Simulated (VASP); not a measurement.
# CoPdO2 (R-3m) in VASP: notebook

CoPdO2 is run at these levels: PBE+D3(BJ)+U, BLYP+D3(BJ)+U, PBE+U; tasks: single point, relaxation of shape and atoms at fixed volume.

Program: VASP 6.6.1. These are calculated values, not measurements. Logs are shortened: lines on timing, memory, paths and dates and some standing lists are left out, and cuts for length are marked.

### 1 The cell of the first run

It takes space group R-3m (No. 166, trigonal). The conventional cell has a = 2.865 Å, b = 2.865 Å, c = 17.905 Å, α = 90.00°, β = 90.00°, γ = 120.00°. Within 2.5 Å of Co (site symmetry -3m) lie 6 O at 1.92 Å. Pd (site symmetry -3m) has 2 O at 2.01 Å within 2.7 Å. O (site symmetry 3m) has 3 Co at 1.92 Å and 1 Pd at 2.01 Å and 3 O at 2.56 Å within 2.6 Å.

### 2 Single point, PBE+D3(BJ)+U, collinear spin, zero start (10.61 Å³/atom)

File INCAR:

```
PREC = Accurate
ENCUT = 520
EDIFF = 1E-7
ISMEAR = 0
SIGMA = 0.05
LREAL = F
LASPH = T
NELM = 150
ALGO = Normal
ISIF = 2
LWAVE = F
LCHARG = F
ISPIN = 2
MAGMOM = 0 0 0 0
LORBIT = 11
LMAXMIX = 4
LDAU = T
LDAUTYPE = 2
LDAUL = 2 -1 -1
LDAUU = 3.3 0 0
LDAUJ = 0 0 0
LDAUPRINT = 1
GGA = PE
IVDW = 12
NBANDS = 28
```

File KPOINTS:

```
regular mesh
0
Gamma
  10 10 10
```

File POSCAR:

```
CoPdO2
1.0
    1.4326930356      0.8271657099      5.9683068517
   -1.4326930356      0.8271657099      5.9683068517
    0.0000000000     -1.6543314195      5.9683068517
Co Pd O
1 1 2
Direct
    0.5000000000      0.5000000000      0.5000000000
    0.0000000000      0.0000000000      0.0000000000
    0.1121111742      0.1121111742      0.1121111742
    0.8878888258      0.8878888258      0.8878888258
```

Potentials or basis: VASP PAW PBE potentials, release 64 (Co, Pd, O).

Started as:

```sh
$ cat potpaw_PBE.64/Co/POTCAR potpaw_PBE.64/Pd/POTCAR potpaw_PBE.64/O/POTCAR > POTCAR
$ mpirun -np 1 vasp_std > vasp.out
```

OUTCAR:

```text
PREC = Accurate
   ENCUT = 520
   EDIFF = 1E-7
   ISMEAR = 0
   LREAL = F
   LASPH = T
   NELM = 150
   ISIF = 2
   ISPIN = 2
   LORBIT = 11
   GGA = PE
   IVDW = 12
 IVDW          = 12

 ion  position               nearest neighbor table
   1  0.500  0.500  0.500-   3 1.92   3 1.92   4 1.92   4 1.92   3 1.92   4 1.92
   2  0.000  0.000  0.000-   3 2.01   4 2.01
   3  0.112  0.112  0.112-   1 1.92   1 1.92   1 1.92   2 2.01
   4  0.888  0.888  0.888-   1 1.92   1 1.92   1 1.92   2 2.01

  LATTYP: Found a trigonal (rhomboedric) cell.
 ALAT       =     6.1933431297
 COS(alpha) =     0.8929748090

  Lattice vectors:

 A1 = (   1.4326930356,   0.8271657099,   5.9683068517)
 A2 = (  -1.4326930356,   0.8271657099,   5.9683068517)
 A3 = (   0.0000000000,  -1.6543314195,   5.9683068517)

Analysis of symmetry for initial positions (statically):
=====================================================================
 Subroutine PRICEL returns:
 Original cell was already a primitive cell.

 Routine SETGRP: Setting up the symmetry group for a
 trigonal (rhombohedral) supercell.

 Subroutine GETGRP returns: Found 12 space group operations
 (whereof 12 operations were pure point group operations)
 out of a pool of 12 trial point group operations.

The static configuration has the point symmetry D_3d.

Analysis of symmetry for dynamics (positions and initial velocities):
=====================================================================
 Subroutine PRICEL returns:
 Original cell was already a primitive cell.

 Routine SETGRP: Setting up the symmetry group for a
 trigonal (rhombohedral) supercell.

 Subroutine GETGRP returns: Found 12 space group operations
 (whereof 12 operations were pure point group operations)
 out of a pool of 12 trial point group operations.

The dynamic configuration has the point symmetry D_3d.

Analysis of structural, dynamic, and magnetic symmetry:
[... 185 lines left out ...]
  o =  0.3918  v =  0.0000  0.0000  0.0000  0.0000  0.0000  0.0000  0.8166  0.0000  0.0000 -0.5772      0.0000  0.0000  0.0000  0.0000  0.0000  0.0000  0.0000  0.0000  0.0000  0.0000
  o =  0.9636  v =  0.0000  0.0000  0.0000  0.0000  0.0000  0.0000 -0.5772  0.0000  0.0000 -0.8166      0.0000  0.0000  0.0000  0.0000  0.0000  0.0000  0.0000  0.0000  0.0000  0.0000
  o =  0.9636  v =  0.0000  0.0000  0.0000  0.0000  0.0000 -0.8166  0.0000  0.0000 -0.5772 -0.0000      0.0000  0.0000  0.0000  0.0000  0.0000  0.0000  0.0000  0.0000  0.0000  0.0000
  o =  0.9636  v =  0.0000 -0.5772  0.0000  0.0000 -0.8166  0.0000  0.0000  0.0000  0.0000  0.0000      0.0000  0.0000  0.0000  0.0000  0.0000  0.0000  0.0000  0.0000  0.0000  0.0000
  o =  0.9636  v = -0.8166  0.0000  0.0000 -0.5772 -0.0000  0.0000  0.0000  0.0000  0.0000  0.0000      0.0000  0.0000  0.0000  0.0000  0.0000  0.0000  0.0000  0.0000  0.0000  0.0000
  o =  0.9665  v =  0.0000 -0.0000 -1.0000  0.0000 -0.0000  0.0000  0.0000  0.0000  0.0000  0.0000      0.0000  0.0000  0.0000  0.0000  0.0000  0.0000  0.0000  0.0000  0.0000  0.0000
  o =  0.9665  v =  0.0000  0.0000  0.0000  0.0000  0.0000  0.0000 -0.0000 -1.0000  0.0000 -0.0000      0.0000  0.0000  0.0000  0.0000  0.0000  0.0000  0.0000  0.0000  0.0000  0.0000

 number of electron      30.9999997 magnetization       0.0000017

 Free energy of the ion-electron system (eV)
  ---------------------------------------------------
  ext. energy  EPLUGINS =         0.00000000
  ---------------------------------------------------
  free energy    TOTEN  =       -23.50659168 eV

  energy without entropy =      -23.50335901  energy(sigma->0) =      -23.50497535

 E-fermi :   7.2807     XC(G=0): -12.2809

 val. band max:        7.2712895638   @ k =  -0.2000   0.2000   0.2000
 cond. band min:       7.2818612566   @ k =  -0.3000  -0.3000   0.1000
 fundamental gap:      0.0105716928
 Fermi energy:         7.2806708818

 spin component 1

 k-point     1 :       0.0000    0.0000    0.0000
  band No.  band energies     occupation
      1     -13.1919      1.00000
      2     -11.4154      1.00000
      3      -1.0558      1.00000
      4       1.6107      1.00000
      5       1.6107      1.00000
      6       2.3883      1.00000
[... 1433 lines left out ...]
     26      23.5077      0.00000
     27      25.2228      0.00000

 [... further k-points ...]

 [bands above 27 left out]

------------------------ aborting loop because EDIFF is reached ----------------------------------------

 Edisp (eV)   -1.11942

 E8    (eV) :    -0.4399

  FORCE on cell =-STRESS in cart. coord.  units (eV):
  Direction    XX          YY          ZZ          XY          YZ          ZX
  --------------------------------------------------------------------------------------
  -------------------------------------------------------------------------------------
  Total      -1.59210    -1.59210    -1.73886     0.00000    -0.00000     0.00000
  in kB     -60.10794   -60.10794   -65.64895     0.00000    -0.00000     0.00000
  external pressure =      -61.95 kB  Pullay stress =        0.00 kB

 VOLUME and BASIS-vectors are now :
 -----------------------------------------------------------------------------
  energy-cutoff  :      520.00
  volume of cell :       42.44
      direct lattice vectors                 reciprocal lattice vectors
     1.432693036  0.827165710  5.968306852     0.348993111  0.201491267  0.055850569
    -1.432693036  0.827165710  5.968306852    -0.348993111  0.201491267  0.055850569
     0.000000000 -1.654331420  5.968306852     0.000000000 -0.402982533  0.055850569

 POSITION                                       TOTAL-FORCE (eV/Angst)
 -----------------------------------------------------------------------------------
      0.00000      0.00000      8.95246         0.000000     -0.000000      0.000000
      0.00000      0.00000      0.00000        -0.000000      0.000000      0.000000
      0.00000      0.00000      2.00734        -0.000000      0.000000      0.137275
      0.00000      0.00000     15.89758        -0.000000     -0.000000     -0.137275
 -----------------------------------------------------------------------------------
    total drift:                               -0.000000      0.000000     -0.000000

  FREE ENERGIE OF THE ION-ELECTRON SYSTEM (eV)
  ---------------------------------------------------
  free  energy   TOTEN  =       -24.6260140136 eV

  energy  without entropy=      -24.6227813464  energy(sigma->0) =      -24.62439768

 total charge

# of ion       s       p       d       tot
------------------------------------------
    1        0.415   0.627   7.320   8.362
    2        0.465   0.448   8.433   9.346
    3        1.556   3.440   0.000   4.997
    4        1.556   3.440   0.000   4.997
--------------------------------------------------
tot          3.993   7.956  15.753  27.702

 magnetization (x)

# of ion       s       p       d       tot
------------------------------------------
    1        0.000   0.000  -0.000  -0.000
    2        0.000   0.000   0.000   0.000
    3        0.000   0.000   0.000   0.000
    4        0.000   0.000   0.000   0.000
--------------------------------------------------
tot          0.000   0.000   0.000   0.000
```

OSZICAR:

```text
N       E                     dE             d eps       ncg     rms          rms(c)
DAV:   1     0.246028877688E+03    0.24603E+03   -0.14325E+04 13032   0.122E+03
DAV:   2    -0.777406155770E+01   -0.25380E+03   -0.22627E+03 13564   0.309E+02
DAV:   3    -0.266112217364E+02   -0.18837E+02   -0.18034E+02 14848   0.924E+01
DAV:   4    -0.268926115059E+02   -0.28139E+00   -0.28089E+00 14584   0.112E+01
DAV:   5    -0.268988368463E+02   -0.62253E-02   -0.62247E-02 16288   0.168E+00    0.251E+01
DAV:   6    -0.320420746006E+02   -0.51432E+01   -0.31088E+01 15740   0.901E+01    0.420E+01
DAV:   7    -0.237720698241E+02    0.82700E+01   -0.20576E+01 16672   0.877E+01    0.112E+01
DAV:   8    -0.232982281713E+02    0.47384E+00   -0.31168E+00 15348   0.208E+01    0.592E+00
DAV:   9    -0.234686886144E+02   -0.17046E+00   -0.43312E-01 14764   0.787E+00    0.184E+00
DAV:  10    -0.235011535197E+02   -0.32465E-01   -0.57308E-02 19124   0.216E+00    0.732E-01
DAV:  11    -0.235070207494E+02   -0.58672E-02   -0.81443E-03 17908   0.125E+00    0.399E-01
DAV:  12    -0.235066521035E+02    0.36865E-03   -0.20506E-03 19204   0.684E-01    0.174E-01
DAV:  13    -0.235066501965E+02    0.19070E-05   -0.31777E-04 16136   0.136E-01    0.119E-01
DAV:  14    -0.235066182273E+02    0.31969E-04   -0.21818E-05 19348   0.795E-02    0.744E-02
DAV:  15    -0.235065946180E+02    0.23609E-04   -0.25817E-05 18804   0.100E-01    0.249E-02
DAV:  16    -0.235065925560E+02    0.20620E-05   -0.95323E-06 19248   0.294E-02    0.122E-02
DAV:  17    -0.235065917454E+02    0.81052E-06   -0.80066E-07 16440   0.141E-02    0.464E-03
DAV:  18    -0.235065916812E+02    0.64223E-07   -0.36057E-07 16348   0.642E-03
   1 F= -.24626014E+02 E0= -.24624398E+02  d E =-.323267E-02  mag=     0.0000
```

stdout:

```text
POSCAR found type information on POSCAR CoPdO
 POSCAR found :  3 types and       4 ions
 scaLAPACK will be used
 LDA part: xc-table for (Slater+PW92), standard interpolation
 POSCAR, INCAR and KPOINTS ok, starting setup
 FFT: planning ... GRIDC
 FFT: planning ... GRID_SOFT
 FFT: planning ... GRID
 WAVECAR not read
 entering main loop
```

It took 16 min on 1 thread of Intel Xeon Platinum 8488C (Sapphire Rapids), shared host; peak memory 0.57 GiB.

What came out:

| Quantity | Value |
| --- | --- |
| Free energy | -24.6260 eV |
| Pressure | -6.2 GPa |
| Largest force | 0.137 eV/Å |
| Net moment | 0.00 μB per cell |
| Valence electrons inside the program's atomic spheres | Co 8.36; Pd 9.35; O 5.00 |
| Dispersion energy per atom | -0.280 eV |

Forces on the atoms (eV/Å):
```
Co   0.000  0.000  0.000
Pd   0.000  0.000  0.000
O    0.000  0.000  0.137
O    0.000  0.000 -0.137
```

Stress tensor (GPa, compression positive):
```
-6.01  0.00  0.00
 0.00 -6.01  0.00
 0.00  0.00 -6.56
```

Eigenvalues of the final occupation matrices:
| site | spin | trace | eigenvalues |
| --- | --- | --- | --- |
| site 1 d | 1 | 3.68 | 0.39 0.39 0.96 0.96 0.97 |
| site 1 d | 2 | 3.68 | 0.39 0.39 0.96 0.96 0.97 |

Caveat: three body term missing; the cell stands under tension; no moment was typed at the start, so none could form.

### 3 Single point, BLYP+D3(BJ)+U, collinear spin, zero start (10.75 Å³/atom)

This run uses another cell than the first one, of 10.75 Å³/atom.

File INCAR:

```
SYSTEM = CoPdO2
PREC = Accurate
ENCUT = 520
EDIFF = 1E-6
ISMEAR = 0
SIGMA = 0.05
LREAL = .False.
LASPH = .True.
NELM = 150
ALGO = Normal
ISIF = 2
LWAVE = .False.
LCHARG = .True.
ISPIN = 2
MAGMOM = 0 0 0 0
LORBIT = 11
LMAXMIX = 4
LDAU = .True.
LDAUTYPE = 2
LDAUL = 2 -1 -1
LDAUU = 3.3 0 0
LDAUJ = 0 0 0
LDAUPRINT = 1
GGA = B5
ALDAX = 1.0
AGGAX = 1.0
AGGAC = 1.0
ALDAC = 0.0
IVDW = 12
VDW_S6 = 1.0
VDW_S8 = 2.6996
VDW_A1 = 0.4298
VDW_A2 = 4.2359
LELF = .True.
LVHAR = .True.
NBANDS = 28
```

File KPOINTS:

```
regular mesh
0
Gamma
  10 10 10
  0 0 0
```

File POSCAR:

```
CoPdO2
1.0
    1.4398823626      0.8313164699      5.9845619702
   -1.4398823626      0.8313164699      5.9845619702
    0.0000000000     -1.6626329391      5.9845619703
Co Pd O
1 1 2
Direct
    0.5000000000      0.5000000000      0.5000000000
    0.0000000000      0.0000000000      0.0000000000
    0.1122904152      0.1122904152      0.1122904152
    0.8877095848      0.8877095848      0.8877095848
```

Potentials or basis: VASP PAW PBE potentials, release 64 (Co, Pd, O).

Started as:

```sh
$ cat potpaw_PBE.64/Co/POTCAR potpaw_PBE.64/Pd/POTCAR potpaw_PBE.64/O/POTCAR > POTCAR
$ mpirun -np 1 vasp_std > vasp.out
```

Wall time 16 min (1 thread of Intel Xeon Platinum 8488C (Sapphire Rapids), shared host); peak memory 0.57 GiB.

It converged, with:

```yaml
Free_energy: -24.1818 eV
Pressure: -4.1 GPa
Largest_force: 0.041 eV/Å
Net_moment: 0.00 μB per cell
Valence_electrons_inside_the_program's_atomic_spheres: Co 8.31; Pd 9.33; O 5.01
Dispersion_energy_per_atom: -0.602 eV
```

Forces on the atoms (eV/Å):
```
Co   0.000  0.000  0.000
Pd   0.000  0.000  0.000
O    0.000  0.000  0.041
O    0.000  0.000 -0.041
```

Stress tensor (GPa, compression positive):
```
-4.41  0.00  0.00
 0.00 -4.41  0.00
 0.00  0.00 -3.49
```

Levels at points of the mesh, in eV from the Fermi level:
Spin up:
```tsv
k point	band 13	band 14	band 15	band 16	band 17	band 18	band 19	band 20
(0.00, 0.00, 0.00)	-2.39	-2.18	-1.43	-1.43	2.28	2.28	3.00	6.81
(0.50, 0.00, 0.00)	-2.00	-1.23	-0.36	0.84	1.61	1.97	3.73	8.31
(0.50, 0.50, 0.00)	-1.79	-1.66	-0.36	0.33	2.15	2.24	3.77	8.95
(0.50, 0.50, 0.50)	-2.40	-1.68	-0.67	-0.67	2.03	2.03	4.21	5.59
```
Spin down:
```
           k point  band 12  band 13  band 14  band 15  band 16  band 17  band 18  band 19  band 20  band 21
(0.00, 0.00, 0.00)    -2.39    -2.39    -2.18    -1.43    -1.43     2.28     2.28     3.00     6.81     9.32
(0.50, 0.00, 0.00)    -2.03    -2.00    -1.23    -0.36     0.84     1.61     1.97     3.73     8.31    10.81
(0.50, 0.50, 0.00)    -2.42    -1.79    -1.66    -0.36     0.33     2.15     2.24     3.77     8.95    10.10
(0.50, 0.50, 0.50)    -2.40    -2.40    -1.68    -0.67    -0.67     2.03     2.03     4.21     5.59     9.65
```

Eigenvalues of the final occupation matrices:
```tsv
site	spin	trace	eigenvalues
site 1 d	1	3.67	0.38 0.38 0.97 0.97 0.97
site 1 d	2	3.67	0.38 0.38 0.97 0.97 0.97
```

Caveat: the cell stands under tension; no moment was typed at the start, so none could form; the PAW data sets were made with another functional, which shifts forces and pressure a little.

### 4 Relaxation of shape and atoms at fixed volume, BLYP+D3(BJ)+U, collinear spin, zero start (10.75 Å³/atom)

This run uses another cell than the first one, of 10.75 Å³/atom.

File INCAR:

```
PREC     = Accurate       # precision mode
ENCUT    = 600            # plane-wave cutoff, eV
EDIFF    = 1E-6           # SCF threshold, eV
ISMEAR   = 0              # smearing method
SIGMA    = 0.05           # smearing width, eV
LREAL    = F              # projectors in reciprocal space
LASPH    = T              # aspherical terms in the spheres
NELM     = 150            # most SCF steps
ALGO     = Normal         # electronic algorithm
ISIF     = 4              # what is computed and relaxed
LWAVE    = F              # write WAVECAR
LCHARG   = F              # write CHGCAR
ISPIN    = 2              # spin polarisation
MAGMOM   = 0 0 0 0        # initial moments
LORBIT   = 11             # projections on sites
LMAXMIX  = 4              # l up to which the mixer works
LDAU     = T              # DFT+U
LDAUTYPE = 2            
LDAUL    = 2 -1 -1        # shell
LDAUU    = 3.3 0 0        # U, eV
LDAUJ    = 0 0 0        
LDAUPRINT= 1            
GGA      = B5             # functional
ALDAX    = 1.0          
AGGAX    = 1.0          
AGGAC    = 1.0          
ALDAC    = 0.0          
IVDW     = 12             # dispersion correction
VDW_S6   = 1.0          
VDW_S8   = 2.6996       
VDW_A1   = 0.4298       
VDW_A2   = 4.2359       
IBRION   = 2              # ionic algorithm
NSW      = 60             # ionic steps
EDIFFG   = -0.01          # ionic threshold
```

File KPOINTS:

```
Automatic mesh
0
Gamma
  10 10 10
```

File POSCAR:

```
CoPdO2
1.0
    1.4377864119      0.8301063722      6.0020228243
   -1.4377864119      0.8301063722      6.0020228243
    0.0000000000     -1.6602127437      6.0020228244
Co Pd O
1 1 2
Direct
    0.5000000000      0.5000000000      0.5000000000
    0.0000000000      0.0000000000      0.0000000000
    0.1120807899      0.1120807899      0.1120807899
    0.8879192101      0.8879192101      0.8879192101
```

Started as:

```sh
$ cat potpaw_PBE.64/Co/POTCAR potpaw_PBE.64/Pd/POTCAR potpaw_PBE.64/O/POTCAR > POTCAR
$ mpirun -np 1 vasp_std > vasp.out
```

Wall time 22 min (1 thread of AMD EPYC 9R45 (Zen 5), shared host); peak memory 0.57 GiB.

It converged, with:

* Free energy: -24.1842 eV
* Energy gained by relaxing: 0.1 meV/atom
* Ionic steps: 4
* Pressure after relaxing: -4.4 GPa
* Net moment: 0.00 μB per cell
* Valence electrons inside the program's atomic spheres: Co 8.31; Pd 9.32; O 5.00
* Dispersion energy per atom: -0.602 eV

Forces in eV/Å, atoms in the order of the input:
```
Co   0.000  0.000  0.000
Pd   0.000  0.000  0.000
O    0.000  0.000  0.003
O    0.000  0.000 -0.003
```

Step by step:
| step | energy change (eV) | largest force (eV/Å) | pressure (GPa) | volume (Å³) |
| --- | --- | --- | --- | --- |
| 1 | 0.0000 | 0.1009 | -4.53 | 42.98 |
| 2 | -0.0005 | 0.0165 | -4.38 | 42.98 |
| 3 | -0.0005 | 0.0094 | -4.34 | 42.98 |
| 4 | -0.0005 | 0.0025 | -4.37 | 42.98 |

Final structure:
```yaml
crystal:
  lattice:
    - [1.43892, 0.83076, 5.99255]
    - [-1.43892, 0.83076, 5.99255]
    - [0.00000, -1.66152, 5.99255]
  atoms:
    - { symbol: Co, position: [0.50000, 0.50000, 0.50000] }
    - { symbol: Pd, position: [0.00000, 0.00000, 0.00000] }
    - { symbol: O, position: [0.11233, 0.11233, 0.11233] }
    - { symbol: O, position: [0.88767, 0.88767, 0.88767] }
```

Levels at points of the mesh, in eV from the Fermi level:
Spin up:
```
           k point  band 12  band 13  band 14  band 15  band 16  band 17  band 18  band 19
(0.00, 0.00, 0.00)    -2.39    -2.39    -2.18    -1.42    -1.42     2.29     2.29     2.98
(0.50, 0.00, 0.00)    -2.02    -2.01    -1.23    -0.35     0.83     1.62     1.98     3.73
(0.50, 0.50, 0.00)    -2.41    -1.79    -1.65    -0.35     0.32     2.16     2.25     3.77
(0.50, 0.50, 0.50)    -2.40    -2.40    -1.67    -0.67    -0.67     2.04     2.04     4.18
```
Spin down:
| k point | band 14 | band 15 | band 16 | band 17 | band 18 | band 19 |
| --- | --- | --- | --- | --- | --- | --- |
| (0.00, 0.00, 0.00) | -2.18 | -1.42 | -1.42 | 2.29 | 2.29 | 2.98 |
| (0.50, 0.00, 0.00) | -1.23 | -0.35 | 0.83 | 1.62 | 1.98 | 3.73 |
| (0.50, 0.50, 0.00) | -1.65 | -0.35 | 0.32 | 2.16 | 2.25 | 3.77 |
| (0.50, 0.50, 0.50) | -1.67 | -0.67 | -0.67 | 2.04 | 2.04 | 4.18 |

Eigenvalues of the final occupation matrices:
```
    site  spin  trace               eigenvalues
site 1 d     1   3.67  0.38 0.38 0.97 0.97 0.97
site 1 d     2   3.67  0.38 0.38 0.97 0.97 0.97
```

Caveat: no moment was typed at the start, so none could form; the PAW data sets were made with another functional, which shifts forces and pressure a little.

(Part 1 of 2 ends here.)
